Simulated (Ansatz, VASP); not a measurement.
# Si in VASP and in Ansatz

```
CELL_PARAMETERS angstrom
0.00000 2.71673 2.71673
2.71673 0.00000 2.71673
2.71673 2.71673 0.00000
ATOMIC_POSITIONS crystal
Si 0.00000 0.00000 0.00000
Si 0.25000 0.25000 0.25000
```

Alike in both runs: functional PBEsol; k mesh 10 × 10 × 10; occupations gaussian, width 0.02 eV; no spin polarisation.

Ansatz relaxed the structure, and its values are those at the end. VASP's run is a single point on that final structure, the one shown.

|  | VASP | Ansatz |
| --- | --- | --- |
| version | VASP 6.6.1 | Ansatz 0.2.0 |
| potentials or method | VASP PAW PBE potentials, release 64 (Si), cutoff 500 eV | scalar-relativistic, plane waves, PAW |
| valence electrons in the cell | 8 | 8 |

VASP gave:

| Property | Result |
| --- | --- |
| gap on the k mesh at the Fermi level (eV) | 0.47 |
| least direct gap on the mesh (eV) | 2.52 |
| pressure (GPa) | 0.1 |

Q: Estimate Ansatz's values.

A: gap on the k mesh at the Fermi level (eV): 0.48; least direct gap on the mesh (eV): 2.52; pressure (GPa): 0.0.

VASP's potentials were made for PBE, not for PBEsol, and Ansatz warns of the same on its side.
